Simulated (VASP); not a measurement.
A run of VASP 6.6.1 is set up as follows.

The input POSCAR:

```
AlN
1.0
    3.1110021516      0.0000000000      0.0000000000
   -1.5555010758      2.6942068945      0.0000000000
    0.0000000000      0.0000000000      4.9780000000
Al N
2 2
Direct
    0.3500358368      0.7000716736      0.0000000000
    0.6499641632      0.2999283264      0.5000000000
    0.3186991471      0.6373982942      0.3850000000
    0.6813008529      0.3626017058      0.8850000000
```

File INCAR.step1:

```
  PREC = Accurate
  ENCUT = 520
  ISMEAR = 0
  SIGMA = 0.05
  LREAL = False
  LASPH = True
  NELM = 60
  NBANDS = 16
  GGA = PE
  ALGO = Normal
  EDIFF = 1E-4
  LWAVE = True
  LCHARG = False
```

File INCAR.step2:

```
  PREC = Accurate
  ENCUT = 520
  EDIFF = 1E-6
  ISMEAR = 0
  SIGMA = 0.05
  LREAL = False
  LASPH = True
  NELM = 60
  ALGO = Normal
  ISIF = 2
  LWAVE = False
  LCHARG = True
  METAGGA = R2SCAN
  LMIXTAU = True
  LELF = True
  LVHAR = True
  NBANDS = 16
  ISTART = 1
```

File KPOINTS:

```
Automatic mesh
0
Gamma
  12 12 6
```

Potentials or basis: VASP PAW PBE potentials, release 64 (Al, N).

Run with:

```sh
$ cat potpaw_PBE.64/Al/POTCAR potpaw_PBE.64/N/POTCAR > POTCAR
$ cp INCAR.step1 INCAR
$ mpirun -np 1 vasp_std > vasp.out
$ cp INCAR.step2 INCAR
$ mpirun -np 1 vasp_std > vasp.out
```

**Question.** Predict the largest force.

**Answer.** 0.657 eV/Å.

**Question.** What does it give for the pressure?

**Answer.** -1.2 GPa.

Stress tensor (GPa, compression positive):
```
-0.13  0.00  0.00
 0.00 -1.58  0.00
 0.00  0.00 -1.79
```

Caveat: the cell differs from its parent crystal (atoms displaced along a vibrational mode); the PAW data sets were made with another functional, which shifts forces and pressure a little.
